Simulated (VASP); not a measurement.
# MgH2 (Cmme) in VASP: further runs

The runs below take MgH2 through relaxation of cell and atoms, with PBE.

Everything below comes from runs of VASP 6.6.1. Logs are shortened: lines on timing, memory, paths and dates and some standing lists are left out, and cuts for length are marked.

## 1. The cell of the first run

Symmetry: Cmme, No. 67, orthorhombic system. The conventional cell has a = 5.796 Å, b = 10.179 Å, c = 5.488 Å, α = 90.00°, β = 90.00°, γ = 90.00°. Mg (site symmetry mm2) has 4 H at 1.60 to 1.65 Å within 2.1 Å. Within 1.9 Å of Mg (site symmetry 2/m) lie 4 H at 1.45 to 1.60 Å. Within 2.2 Å of H (site symmetry 2/m) lie 2 Mg at 1.65 Å. Within 2.1 Å of H (site symmetry m) lie 2 Mg at 1.60 Å. Within 1.9 Å of H (site symmetry 222) lie 2 Mg at 1.45 Å.

## 2. Relaxation of cell and atoms, PBE

INCAR reads:

```
SYSTEM = MgH2
PREC     = Accurate       ! precision mode
ENCUT    = 600            ! plane-wave cutoff, eV
EDIFF    = 1E-7           ! SCF threshold, eV
ISMEAR   = 0              ! smearing method
SIGMA    = 0.1            ! smearing width, eV
LREAL    = .False.        ! projectors in reciprocal space
LASPH    = .True.         ! aspherical terms in the spheres
NELM     = 80             ! most SCF steps
ALGO     = Normal         ! electronic algorithm
ISIF     = 3              ! what is computed and relaxed
LWAVE    = .False.        ! write WAVECAR
LCHARG   = .False.        ! write CHGCAR
GGA      = PE             ! functional
IBRION   = 2              ! ionic algorithm
NSW      = 90             ! ionic steps
EDIFFG   = -0.04          ! ionic threshold
```

KPOINTS reads:

```
regular mesh
0
Gamma
  4 4 4
  0 0 0
```

POSCAR reads:

```
MgH2
1.0
    2.8979821800     -5.0896534600      0.0000000000
    2.8979821800      5.0896534600      0.0000000000
    0.0000000000      0.0000000000      5.4879925800
Mg H
4 8
Direct
    0.7500000000      0.2500000000      0.3554073800
    0.2500000000      0.7500000000      0.6445926200
    0.0000000000      0.0000000000      0.0000000000
    0.5000000000      0.5000000000      0.0000000000
    0.0000000000      0.5000000000      0.5000000000
    0.5000000000      0.0000000000      0.5000000000
    0.8750000000      0.1250000000      0.1777036900
    0.6250000000      0.3750000000      0.1777036900
    0.1250000000      0.8750000000      0.8222963100
    0.3750000000      0.6250000000      0.8222963100
    0.2500000000      0.2500000000      0.0000000000
    0.7500000000      0.7500000000      0.0000000000
```

Potentials or basis: VASP PAW PBE potentials, release 64 (Mg, H).

The run is started by

```console
$ cat potpaw_PBE.64/Mg/POTCAR potpaw_PBE.64/H/POTCAR > POTCAR
$ mpirun -np 1 vasp_std > vasp.out
```

OUTCAR:

```text
SYSTEM = MgH2
   PREC = Accurate
   ENCUT = 600
   EDIFF = 1E-7
   ISMEAR = 0
   LREAL = .False.
   LASPH = .True.
   NELM = 80
   ISIF = 3
   GGA = PE
   IBRION = 2
   NSW = 90
   EDIFFG = -0.04

 ion  position               nearest neighbor table
   1  0.750  0.250  0.355-   7 1.60   8 1.60   5 1.65   6 1.65   3 3.21   4 3.21   2 3.30   2 3.30

   2  0.250  0.750  0.645-   9 1.60  10 1.60   5 1.65   6 1.65   3 3.21   4 3.21   1 3.30   1 3.30

   3  0.000  0.000  0.000-  11 1.45  12 1.45   7 1.60   9 1.60   4 2.90   4 2.90   1 3.21   2 3.21

   4  0.500  0.500  0.000-  11 1.45  12 1.45   8 1.60  10 1.60   3 2.90   3 2.90   1 3.21   2 3.21

   5  0.000  0.500  0.500-   1 1.65   2 1.65
   6  0.500  0.000  0.500-   1 1.65   2 1.65
   7  0.875  0.125  0.178-   1 1.60   3 1.60
   8  0.625  0.375  0.178-   1 1.60   4 1.60
   9  0.125  0.875  0.822-   2 1.60   3 1.60
  10  0.375  0.625  0.822-   2 1.60   4 1.60
  11  0.250  0.250  0.000-   3 1.45   4 1.45
  12  0.750  0.750  0.000-   3 1.45   4 1.45

  LATTYP: Found a base centered orthorhombic cell.
 ALAT       =     5.7959643600
 B/A-ratio  =     1.7562749333
 C/A-ratio  =     0.9468644455

  Lattice vectors:

 A1 = (   2.8979821800,  -5.0896534600,   0.0000000000)
 A2 = (   2.8979821800,   5.0896534600,   0.0000000000)
 A3 = (   0.0000000000,   0.0000000000,   5.4879925800)

Analysis of symmetry for initial positions (statically):
=====================================================================
 Subroutine PRICEL returns:
 Original cell was already a primitive cell.

 Routine SETGRP: Setting up the symmetry group for a
 base centered orthorhombic supercell.

 Subroutine GETGRP returns: Found  8 space group operations
 (whereof  4 operations were pure point group operations)
 out of a pool of  8 trial point group operations.

The static configuration has the point symmetry C_2h.
 The point group associated with its full space group is D_2h.

Analysis of symmetry for dynamics (positions and initial velocities):
=====================================================================
 Subroutine PRICEL returns:
 Original cell was already a primitive cell.

 Routine SETGRP: Setting up the symmetry group for a
 base centered orthorhombic supercell.

 Subroutine GETGRP returns: Found  8 space group operations
 (whereof  4 operations were pure point group operations)
 out of a pool of  8 trial point group operations.

The dynamic configuration has the point symmetry C_2h.
 The point group associated with its full space group is D_2h.

 Subroutine INISYM returns: Found  8 space group operations
 (whereof  4 operations are pure point group operations),
 and found     1 'primitive' translations

----------------------------------------------------------------------------------------

                                     Primitive cell

  volume of cell :     161.8928

  direct lattice vectors                    reciprocal lattice vectors
     2.897982180 -5.089653460  0.000000000     0.172533842 -0.098238515  0.000000000
     2.897982180  5.089653460  0.000000000     0.172533842  0.098238515  0.000000000
     0.000000000  0.000000000  5.487992580     0.000000000  0.000000000  0.182215990

  length of vectors
     5.856865464  5.856865464  5.487992580     0.198541514  0.198541514  0.182215990

  position of ions in fractional coordinates (direct lattice)
     0.750000000  0.250000000  0.355407380
     0.250000000  0.750000000  0.644592620
     0.000000000  0.000000000  0.000000000
     0.500000000  0.500000000  0.000000000
     1.000000000  0.500000000  0.500000000
     0.500000000  1.000000000  0.500000000
     0.875000000  0.125000000  0.177703690
     0.625000000  0.375000000  0.177703690
     0.125000000  0.875000000  0.822296310
     0.375000000  0.625000000  0.822296310
     0.250000000  0.250000000  0.000000000
     0.750000000  0.750000000  0.000000000

  ion indices of the primitive-cell ions
   primitive index   ion index
                 1           1
                 2           2
                 3           3
                 4           4
                 5           5
                 6           6
                 7           7
                 8           8
                 9           9
                10          10
                11          11
                12          12

----------------------------------------------------------------------------------------

 KPOINTS: regular mesh

Automatic generation of k-mesh.
 Grid dimensions read from file:
 generate k-points for:    4    4    4

 Generating k-lattice:

  Cartesian coordinates                     Fractional coordinates (reciprocal lattice)
     0.043133461 -0.024559629  0.000000000     0.250000000 -0.000000000  0.000000000
     0.043133461  0.024559629  0.000000000    -0.000000000  0.250000000  0.000000000
     0.000000000  0.000000000  0.045553997     0.000000000  0.000000000  0.250000000

  Length of vectors
     0.049635378  0.049635378  0.045553997

  Shift w.r.t. Gamma in fractional coordinates (k-lattice)
     0.000000000  0.000000000  0.000000000

 Subroutine IBZKPT returns following result:
 ===========================================

 Found     21 irreducible k-points:

 Following reciprocal coordinates:
            Coordinates               Weight
  0.000000  0.000000  0.000000      1.000000
  0.250000  0.000000  0.000000      4.000000
  0.500000  0.000000  0.000000      2.000000
  0.250000  0.250000  0.000000      2.000000
  0.500000  0.250000  0.000000      4.000000
 -0.250000  0.250000  0.000000      2.000000
[... 13 lines left out ...]
 -0.250000  0.250000  0.500000      2.000000
  0.500000  0.500000  0.500000      1.000000
   k-points           NKPTS =     21   k-points in BZ     NKDIM =     21   number of bands    NBANDS=     15
   number of dos      NEDOS =    301   number of ions     NIONS =     12
   total plane-waves  NPLWV = 110592
   dimension x,y,z NGX =    48 NGY =   48 NGZ =   48
   dimension x,y,z NGXF=    96 NGYF=   96 NGZF=   96
   ions per type =               4   8
   NGX,Y,Z   is equivalent  to a cutoff of  13.62, 13.62, 14.54 a.u.
   NGXF,Y,Z  is equivalent  to a cutoff of  27.25, 27.25, 29.08 a.u.
 SYSTEM =  MgH2
   PREC   = accura    normal or accurate (medium, high low for compatibility)
   ISTART =      0    job   : 0-new  1-cont  2-samecut
   ICHARG =      2    charge: 1-file 2-atom 10-const
   ISPIN  =      1    spin polarized calculation?
   LNONCOLLINEAR =      F non collinear calculations
   LSORBIT =      F    spin-orbit coupling
   LASPH  =      T    aspherical Exc in radial PAW
   ENCUT  =  600.0 eV  44.10 Ry    6.64 a.u.  11.70 11.70 10.96*2*pi/ulx,y,z
   NELM   =     80;   NELMIN=  2; NELMDL= -5     # of ELM steps
   EDIFF  = 0.1E-06   stopping-criterion for ELM
   LREAL  =      F    real-space projection
   EDIFFG = -.4E-01   stopping-criterion for IOM
   NSW    =     90    number of steps for IOM
   IBRION =      2    ionic relax: 0-MD 1-quasi-New 2-CG
   NFREE  =      1    steps in history (QN), initial steepest desc. (CG)
   ISIF   =      3    stress and relaxation
   ISYM   =      2    0-nonsym 1-usesym 2-fastsym
   POTIM  = 0.5000    time-step for ionic-motion
   TEBEG  =    0.0;   TEEND  =   0.0 temperature during run
   PSTRESS=    0.0 pullay stress
   NELECT =      16.0000    total number of electrons
   NUPDOWN=      -1.0000    fix difference up-down
   EMIN   =  10.00;   EMAX   =-10.00  energy-range for DOS
   EFERMI =   0.00;   METHOD = LEGACY
   ISMEAR =     0;   SIGMA  =   0.10  broadening in eV -4-tet -1-fermi 0-gaus
   EFERMI_NEDOS =   21; number of points for ismear=-14 and -15
   IALGO  =     38    algorithm
   IMIX   =      4    mixing-type and parameters
     AMIX     =   0.40;   BMIX     =  1.00
     AMIX_MAG =   1.60;   BMIX_MAG =  1.00
  volume/ion in A,a.u.               =      13.49        91.04
  Fermi-wavevector in a.u.,A,eV,Ry     =   0.756901  1.430335  7.794763  0.572899
  Thomas-Fermi vector in A             =   1.855126
   LORBIT       =      0    0 simple, 1 ext, 2 COOP (PROOUT), +10 PAW based schemes
   GGA     = PE    functional components
   LHFCALC =     F    Hartree Fock is set to
   AEXX    =    0.0000 exact exchange contribution
   IVDW    =     0    specifies the selected vdW correction
   LEPSILON=     F    determine dielectric tensor
   LRPA    =     F    only Hartree local field effects (RPA)
 conjugate gradient relaxation of ions
 non-spin polarized calculation
 Gauss-broadening in eV      SIGMA  =   0.10
  energy-cutoff  :      600.00
  volume of cell :      161.89
 maximum number of plane-waves:      5434
 NGX is ok and might be reduce to    48
   NGX = 23   NGY = 23   NGZ = 21

--------------------------------------- Ionic step        1  -------------------------------------------

 number of electron      15.9999999 magnetization

 Free energy of the ion-electron system (eV)
  ---------------------------------------------------
  ext. energy  EPLUGINS =         0.00000000
  ---------------------------------------------------
  free energy    TOTEN  =       -27.76597188 eV

  energy without entropy =      -27.76597188  energy(sigma->0) =      -27.76597188

------------------------ aborting loop because EDIFF is reached ----------------------------------------

  FORCE on cell =-STRESS in cart. coord.  units (eV):
  Direction    XX          YY          ZZ          XY          YZ          ZX
  --------------------------------------------------------------------------------------
  -------------------------------------------------------------------------------------
  Total       32.7280306     17.8609335     12.7911679      0.0000000     -0.0000000      0.0000000
  in kB      323.8940875    176.7613468    126.5882361      0.0000000     -0.0000000      0.0000000
  external PRESSURE =     209.0812234 kB  Pullay stress =       0.0000000 kB
[... 119 lines left out ...]
  FREE ENERGIE OF THE ION-ELECTRON SYSTEM (eV)
  ---------------------------------------------------
  free  energy   TOTEN  =       -32.1085257979 eV

  energy  without entropy=      -32.1085257979  energy(sigma->0) =      -32.10852580

[... ionic steps 4 to 11 ...]

--------------------------------------- Ionic step       12  -------------------------------------------

 number of electron      16.0000004 magnetization

------------------------ aborting loop because EDIFF is reached ----------------------------------------

  FORCE on cell =-STRESS in cart. coord.  units (eV):
  Direction    XX          YY          ZZ          XY          YZ          ZX
  --------------------------------------------------------------------------------------
  -------------------------------------------------------------------------------------
  Total       -0.0650363      0.0560906     -0.1225778      0.0000000      0.0000000      0.0000000
  in kB       -0.4194348      0.3617415     -0.7905331      0.0000000      0.0000000      0.0000000
  external PRESSURE =      -0.2827421 kB  Pullay stress =       0.0000000 kB
[... 77 lines left out ...]
  energy  without entropy=      -32.2789566112  energy(sigma->0) =      -32.27895661

--------------------------------------- Ionic step       14  -------------------------------------------

 number of electron      16.0000002 magnetization

 Free energy of the ion-electron system (eV)
  ---------------------------------------------------
  ext. energy  EPLUGINS =         0.00000000
  ---------------------------------------------------
  free energy    TOTEN  =       -32.28016679 eV

  energy without entropy =      -32.28016679  energy(sigma->0) =      -32.28016679

 E-fermi :  -1.9574     XC(G=0):  -5.6069

 val. band max:       -2.4100854568   @ k =   0.5000   0.5000   0.5000
 cond. band min:       0.3341984339   @ k =   0.5000   0.5000   0.5000
 fundamental gap:      2.7442838906
 Fermi energy:        -1.9573866573

 k-point     1 :       0.0000    0.0000    0.0000
  band No.  band energies     occupation
      1      -7.1116      2.00000
      2      -5.1243      2.00000
      3      -4.8308      2.00000
      4      -4.5162      2.00000
      5      -4.3693      2.00000
      6      -4.1089      2.00000
      7      -4.0132      2.00000
      8      -2.5627      2.00000
      9       0.9841      0.00000
     10       2.2229      0.00000
     11       2.3781      0.00000
     12       2.6235      0.00000
     13       2.8419      0.00000
     14       3.2349      0.00000
     15       3.5820      0.00000
[... 397 lines left out ...]
  FREE ENERGIE OF THE ION-ELECTRON SYSTEM (eV)
  ---------------------------------------------------
  free  energy   TOTEN  =       -32.2801667920 eV

  energy  without entropy=      -32.2801667920  energy(sigma->0) =      -32.28016679

 reached required accuracy - stopping structural energy minimisation
```

Wall time 6.1 min (1 thread of Intel Xeon 6975P-C (Granite Rapids), shared host); peak memory 0.36 GiB.

What came out:

```yaml
Free_energy: -32.2802 eV
Relaxed_volume: 20.65 Å³/atom
Relaxed_cell: a = 6.908 Å, b = 6.908 Å, c = 5.989 Å, α = 90.00°, β = 90.00°, γ = 119.90°
Space_group_after_relaxing_to_0.05_Å: Cmme (No. 67)
Energy_gained_by_relaxing: 376.2 meV/atom
Ionic_steps: 14
Pressure_after_relaxing: 0.0 GPa
Largest_force_after_relaxing: 0.036 eV/Å
Band_gap_on_the_k_mesh: 2.74 eV, direct
```

Forces on the atoms (eV/Å):
```
Mg   0.000  0.000  0.014
Mg   0.000  0.000 -0.014
Mg   0.000  0.000  0.000
Mg   0.000  0.000  0.000
H    0.000  0.000  0.000
H    0.000  0.000  0.000
H    0.000  0.012  0.034
H    0.000 -0.012  0.034
H    0.000 -0.012 -0.034
H    0.000  0.012 -0.034
H    0.000  0.000  0.000
H    0.000  0.000  0.000
```

Stress tensor (GPa, compression positive):
```
 0.07  0.00  0.00
 0.00  0.02  0.00
 0.00  0.00 -0.05
```

The path:
| step | energy change (eV) | largest force (eV/Å) | pressure (GPa) | volume (Å³) |
| --- | --- | --- | --- | --- |
| 1 | 0.0000 | 0.5492 | 20.91 | 161.89 |
| 2 | -3.8190 | 0.3760 | 5.60 | 206.44 |
| 3 | -4.3426 | 0.2831 | 1.82 | 229.30 |
| 4 | -4.4003 | 0.2337 | 0.63 | 239.25 |
| 5 | -4.4020 | 0.2248 | 0.44 | 240.99 |
| 6 | -4.4582 | 0.1285 | 0.19 | 243.94 |
| 7 | -4.4755 | 0.3110 | -0.03 | 246.97 |
| 8 | -4.4961 | 0.2049 | -0.02 | 248.02 |
| 9 | -4.5025 | 0.1075 | -0.01 | 248.97 |
| 10 | -4.5075 | 0.0779 | -0.03 | 249.02 |
| 11 | -4.5110 | 0.0576 | -0.07 | 249.08 |
| 12 | -4.5129 | 0.0449 | -0.03 | 248.43 |
| 13 | -4.5130 | 0.0549 | -0.02 | 248.31 |
| 14 | -4.5142 | 0.0357 | 0.01 | 247.78 |

Final structure:
```
Mg H
1.0
     3.45934   -5.97971    0.00000
     3.45934    5.97971    0.00000
     0.00000    0.00000    5.98915
Mg H
4 8
Direct
  0.75000 0.25000 0.35482
  0.25000 0.75000 0.64518
  0.00000 0.00000 0.00000
  0.50000 0.50000 0.00000
  0.00000 0.50000 0.50000
  0.50000 0.00000 0.50000
  0.87692 0.12308 0.19237
  0.62308 0.37692 0.19237
  0.12308 0.87692 0.80763
  0.37692 0.62308 0.80763
  0.25000 0.25000 0.00000
  0.75000 0.75000 0.00000
```

Caveat: the volume moved by over 15 % at a fixed basis, so the end points are rough.

## 3. Relaxation of cell and atoms, PBE

This run uses another cell than the first one, of 20.80 Å³/atom, 1.542 times its volume.

INCAR reads:

```
SYSTEM = MgH2
ALGO     = Normal         ! electronic algorithm
EDIFF    = 1E-7           ! SCF threshold, eV
EDIFFG   = -0.01          ! ionic threshold
ENCUT    = 600            ! plane-wave cutoff, eV
GGA      = PE             ! functional
IBRION   = 2              ! ionic algorithm
ISIF     = 3              ! what is computed and relaxed
ISMEAR   = 0              ! smearing method
LASPH    = .TRUE.         ! aspherical terms in the spheres
LCHARG   = .FALSE.        ! write CHGCAR
LREAL    = .FALSE.        ! projectors in reciprocal space
LWAVE    = .FALSE.        ! write WAVECAR
NELM     = 100            ! most SCF steps
NSW      = 100            ! ionic steps
PREC     = Accurate       ! precision mode
SIGMA    = 0.02           ! smearing width, eV
```

KPOINTS reads:

```
k-points
0
G
  4 4 4
  0 0 0
```

POSCAR reads:

```
MgH2
1.0
    3.4711156918     -5.8847775670      0.0000000000
    3.4711156918      5.8847775670      0.0000000000
    0.0000000000      0.0000000000      6.1110680608
Mg H
4 8
Direct
    0.7500000000      0.2500000000      0.3601266173
    0.2500000000      0.7500000000      0.6398733827
    0.0000000000      0.0000000000      0.0000000000
    0.5000000000      0.5000000000      0.0000000000
    0.0000000000      0.5000000000      0.5000000000
    0.5000000000      0.0000000000      0.5000000000
    0.8794319481      0.1205680519      0.2017716256
    0.6205680519      0.3794319481      0.2017716256
    0.1205680519      0.8794319481      0.7982283744
    0.3794319481      0.6205680519      0.7982283744
    0.2500000000      0.2500000000      0.0000000000
    0.7500000000      0.7500000000      0.0000000000
```

Potentials or basis: VASP PAW PBE potentials, release 64 (Mg, H).

The run is started by

```console
$ cat potpaw_PBE.64/Mg/POTCAR potpaw_PBE.64/H/POTCAR > POTCAR
$ mpirun -np 1 vasp_std > vasp.out
```

It took 92 s on 1 thread of Intel Xeon 6975P-C (Granite Rapids), shared host; peak memory 0.44 GiB.

Results (log left out):

```
Free energy                            : -32.3306 eV
Relaxed volume                         : 20.80 Å³/atom
Relaxed cell                           : a = 6.832 Å, b = 6.832 Å, c = 6.110 Å, α = 90.00°, β = 90.00°, γ = 118.93°
Space group after relaxing (to 0.05 Å) : Cmme (No. 67)
Energy gained by relaxing              : 0.0 meV/atom
Ionic steps                            : 2
Pressure after relaxing                : 0.0 GPa
Largest force after relaxing           : 0.008 eV/Å
Band gap on the k mesh                 : 2.69 eV, direct
```

Forces on the atoms (eV/Å):
```
Mg   0.000  0.000 -0.006
Mg   0.000  0.000  0.006
Mg   0.000  0.000  0.000
Mg   0.000  0.000  0.000
H    0.000  0.000  0.000
H    0.000  0.000  0.000
H    0.000 -0.007 -0.004
H    0.000  0.007 -0.004
H    0.000  0.007  0.004
H    0.000 -0.007  0.004
H    0.000  0.000  0.000
H    0.000  0.000  0.000
```

Final structure:
```
Mg H
1.0
     3.47133   -5.88479    0.00000
     3.47133    5.88479    0.00000
     0.00000    0.00000    6.10981
Mg H
4 8
Direct
  0.75000 0.25000 0.36010
  0.25000 0.75000 0.63990
  0.00000 0.00000 0.00000
  0.50000 0.50000 0.00000
  0.00000 0.50000 0.50000
  0.50000 0.00000 0.50000
  0.87948 0.12052 0.20171
  0.62052 0.37948 0.20171
  0.12052 0.87948 0.79829
  0.37948 0.62052 0.79829
  0.25000 0.25000 0.00000
  0.75000 0.75000 0.00000
```

Levels at points of the mesh, in eV from the valence-band top:
```csv
k point,band 5,band 6,band 7,band 8,band 9,band 10,band 11,band 12
"(0.00, 0.00, 0.00)",-1.94,-1.65,-1.61,-0.14,3.33,4.65,4.75,5.07
"(0.50, 0.00, 0.00)",-1.37,-1.37,-0.66,-0.66,3.97,3.97,4.87,4.87
"(0.50, 0.50, 0.00)",-1.50,-1.49,-1.19,-0.13,3.41,3.90,4.21,4.62
"(0.00, 0.00, 0.50)",-1.61,-1.58,-1.17,-0.97,3.45,3.48,3.78,4.51
"(0.50, 0.00, 0.50)",-1.48,-1.48,-0.62,-0.62,3.28,3.28,4.65,4.65
"(0.50, 0.50, 0.50)",-1.73,-1.61,-1.56,0.00,2.69,3.66,4.30,5.11
```
